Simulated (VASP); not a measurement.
# As (Im-3m) in VASP: further runs, part 3 of 3

VASP 6.6.1.

### 5 Single point, PBE

INCAR

```
ALGO = Normal
EDIFF = 1E-6
ENCUT = 520
GGA = PE
ISIF = 2
ISMEAR = -1
LASPH = True
LCHARG = True
LELF = True
LREAL = False
LVHAR = True
LWAVE = False
NBANDS = 8
NELM = 60
PREC = Accurate
SIGMA = 0.05
```

KPOINTS

```
k-points
0
Gamma
  19 19 19
```

POSCAR

```
As
1.0
   -1.4238162110      1.4238162110      1.4238162110
    1.4238162110     -1.4238162110      1.4238162110
    1.4238162110      1.4238162110     -1.4238162110
As
1
Direct
    0.0000000000      0.0000000000      0.0000000000
```

Potentials or basis: VASP PAW PBE potentials, release 64 (As).

Started as:

```sh
> cat potpaw_PBE.64/As/POTCAR > POTCAR
> mpirun -np 1 vasp_std > vasp.out
```

OUTCAR:

```text
EDIFF = 1E-6
   ENCUT = 520
   GGA = PE
   ISIF = 2
   ISMEAR = -1
   LASPH = True
   LREAL = False
   NELM = 60
   PREC = Accurate

 ion  position               nearest neighbor table
   1  0.000  0.000  0.000-

  LATTYP: Found a body centered cubic cell.
 ALAT       =     2.8476324220

  Lattice vectors:

 A1 = (  -1.4238162110,   1.4238162110,   1.4238162110)
 A2 = (   1.4238162110,  -1.4238162110,   1.4238162110)
 A3 = (   1.4238162110,   1.4238162110,  -1.4238162110)

Analysis of symmetry for initial positions (statically):
=====================================================================
 Subroutine PRICEL returns:
 Original cell was already a primitive cell.

 Routine SETGRP: Setting up the symmetry group for a
 body centered cubic supercell.

 Subroutine GETGRP returns: Found 48 space group operations
 (whereof 48 operations were pure point group operations)
 out of a pool of 48 trial point group operations.

The static configuration has the point symmetry O_h .

Analysis of symmetry for dynamics (positions and initial velocities):
=====================================================================
 Subroutine PRICEL returns:
 Original cell was already a primitive cell.

 Routine SETGRP: Setting up the symmetry group for a
 body centered cubic supercell.

 Subroutine GETGRP returns: Found 48 space group operations
 (whereof 48 operations were pure point group operations)
 out of a pool of 48 trial point group operations.

The dynamic configuration has the point symmetry O_h .

 Subroutine INISYM returns: Found 48 space group operations
 (whereof 48 operations are pure point group operations),
 and found     1 'primitive' translations

----------------------------------------------------------------------------------------
[... 108 lines left out ...]
   IALGO  =     38    algorithm
   IMIX   =      4    mixing-type and parameters
     AMIX     =   0.40;   BMIX     =  1.00
     AMIX_MAG =   1.60;   BMIX_MAG =  1.00
  volume/ion in A,a.u.               =      11.55        77.91
  Fermi-wavevector in a.u.,A,eV,Ry     =   1.238580  2.340578 20.872448  1.534082
  Thomas-Fermi vector in A             =   2.373100
   LORBIT       =      0    0 simple, 1 ext, 2 COOP (PROOUT), +10 PAW based schemes
   GGA     = PE    functional components
   LHFCALC =     F    Hartree Fock is set to
   AEXX    =    0.0000 exact exchange contribution
   IVDW    =     0    specifies the selected vdW correction
   LEPSILON=     F    determine dielectric tensor
   LRPA    =     F    only Hartree local field effects (RPA)
 non-spin polarized calculation
  energy-cutoff  :      520.00
  volume of cell :       11.55
 maximum number of plane-waves:       325
   NGX =  9   NGY =  9   NGZ =  9

 number of electron       5.0000000 magnetization

 Free energy of the ion-electron system (eV)
  ---------------------------------------------------
  ext. energy  EPLUGINS =         0.00000000
  ---------------------------------------------------
  free energy    TOTEN  =        -2.40290589 eV

  energy without entropy =       -2.40016675  energy(sigma->0) =       -2.40153632

 E-fermi :  13.6004     XC(G=0): -13.1074

 val. band max:       13.5859380880   @ k =   0.3684   0.1579   0.1053
 cond. band min:      13.6385265474   @ k =  -0.2632   0.3158   0.2105
 fundamental gap:      0.0525884593
 Fermi energy:        13.6004298191

 k-point     1 :       0.0000    0.0000    0.0000
  band No.  band energies     occupation
      1      -7.3330      2.00000
      2      24.9801      0.00000
      3      24.9801      0.00000
      4      24.9801      0.00000
      5      29.3739      0.00000
      6      29.3739      0.00000
      7      29.3739      0.00000
      8      32.3438      0.00000
[... 243 lines left out ...]
 k-point    24 :       0.3158    0.1053    0.0000
  band No.  band energies     occupation
      1      -1.9078      2.00000
      2       8.0099      2.00000
      3      15.4292      0.00000
      4      19.2047      0.00000
      5      24.8403      0.00000
      6      27.6109      0.00000
      7      32.1330      0.00000
      8      38.6017      0.00000

 [... further k-points ...]

------------------------ aborting loop because EDIFF is reached ----------------------------------------

  FORCE on cell =-STRESS in cart. coord.  units (eV):
  Direction    XX          YY          ZZ          XY          YZ          ZX
  --------------------------------------------------------------------------------------
  -------------------------------------------------------------------------------------
  Total        8.8710463      8.8710463      8.8710463     -0.0000000      0.0000000     -0.0000000
  in kB     1231.0158241   1231.0158241   1231.0158241     -0.0000000      0.0000000     -0.0000000
  external PRESSURE =    1231.0158241 kB  Pullay stress =       0.0000000 kB

 VOLUME and BASIS-vectors are now :
 -----------------------------------------------------------------------------
  energy-cutoff  :      520.00
  volume of cell :       11.55
      direct lattice vectors                 reciprocal lattice vectors
    -1.423816211  1.423816211  1.423816211     0.000000000  0.351168919  0.351168919
     1.423816211 -1.423816211  1.423816211     0.351168919  0.000000000  0.351168919
     1.423816211  1.423816211 -1.423816211     0.351168919  0.351168919  0.000000000

 POSITION                                       TOTAL-FORCE (eV/Angst)
 -----------------------------------------------------------------------------------
      0.00000      0.00000      0.00000         0.000000      0.000000     -0.000000
 -----------------------------------------------------------------------------------
    total drift:                                0.000000      0.000000      0.000000

  FREE ENERGIE OF THE ION-ELECTRON SYSTEM (eV)
  ---------------------------------------------------
  free  energy   TOTEN  =        -2.4029058884 eV

  energy  without entropy=       -2.4001667462  energy(sigma->0) =       -2.40153632
```

OSZICAR:

```text
N       E                     dE             d eps       ncg     rms          rms(c)
DAV:   1     0.413739821516E+01    0.41374E+01   -0.24954E+03  3640   0.505E+02
DAV:   2    -0.240672475889E+01   -0.65441E+01   -0.62624E+01  4888   0.539E+01
DAV:   3    -0.243845019913E+01   -0.31725E-01   -0.31687E-01  4008   0.420E+00
DAV:   4    -0.243845671277E+01   -0.65136E-05   -0.65124E-05  5368   0.648E-02
DAV:   5    -0.243845671278E+01   -0.91802E-11   -0.43655E-09  4032   0.361E-04    0.490E+00
DAV:   6    -0.241569101517E+01    0.22766E-01   -0.83819E-04  4680   0.266E-01    0.294E+00
DAV:   7    -0.240292096113E+01    0.12770E-01   -0.18932E-03  4824   0.404E-01    0.613E-02
DAV:   8    -0.240290614306E+01    0.14818E-04   -0.32562E-05  4336   0.380E-02    0.123E-02
DAV:   9    -0.240290588841E+01    0.25465E-06   -0.11967E-06  5000   0.728E-03
   1 F= -.24029059E+01 E0= -.24015363E+01  d E =-.273914E-02
```

It took 8.4 s on 1 thread of Intel Xeon Platinum 8488C (Sapphire Rapids), shared host; peak memory 0.13 GiB.

Results:

```
Free energy : -2.4029 eV
Pressure    : 123.1 GPa
```

Levels at points of the mesh, in eV from the Fermi level:
```csv
k point,band 1,band 2,band 3,band 4,band 5,band 6,band 7
"(0.00, 0.00, 0.00)",-20.93,11.38,11.38,11.38,15.77,15.77,15.77
```

### 6 The runs side by side

```csv
task,cell,cutoff (eV),gap on the mesh (eV),pressure (GPa)
relaxation of cell and atoms,"relaxed to 120 GPa from a = 2.466 Å, angles 109.5°, 1 atom",600,none,119.9
relaxation of cell and atoms,"relaxed to 120 GPa from a = 2.474 Å, angles 109.5°, 1 atom",600,none,120.0
single point,"a = 2.466 Å, angles 109.5°, 1 atom",520,none,123.1
```

Alike in all rows: level PBE; potentials or basis VASP PAW PBE potentials, release 64 (As); no spin polarisation; k mesh 19 × 19 × 19; smearing fermi-dirac 0.05 eV.

Caveats: the cell is relaxed towards a set pressure, so the enthalpy falls and the energy may rise (some runs).

Absolute energies hang on the potentials; compare differences alone.
